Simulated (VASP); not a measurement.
Ti3Si4Ni, 8 atoms in the cell. The typed cell holds 8 atoms: a = 3.625 Å, b = 4.870 Å, c = 6.742 Å, α = 101.11°, β = 90.00°, γ = 90.00°. 

| Property | Result |
| --- | --- |
| Program | VASP 6.6.1 |
| Task | single point |
| Functional | PBE |
| Potentials or basis | VASP PAW PBE potentials, release 64 (Ti_sv, Si, Ni) |
| Cutoff | 520 eV |
| k mesh | 6 × 6 × 4 |
| Occupations | gaussian, width 0.2 eV |
| Spin | no spin polarisation |
| Dipole correction | no |
| Further INCAR settings | ALGO = Normal; EDIFF = 1e-06; NBANDS = 41 |

Potentials or basis: VASP PAW PBE potentials, release 64 (Ti_sv, Si, Ni).

Command:

```console
$ cat potpaw_PBE.64/Ti_sv/POTCAR potpaw_PBE.64/Si/POTCAR potpaw_PBE.64/Ni/POTCAR > POTCAR
$ mpirun -np 1 vasp_std > vasp.out
```

Hardware: 1 thread of Intel Xeon 8259CL, on a shared host.

Estimate the wall time of this run.

Wall time 11 min on 1 thread of Intel Xeon 8259CL, with other jobs on the host, peak memory 0.43 GiB. Counts: scf iterations 18, k points 76.
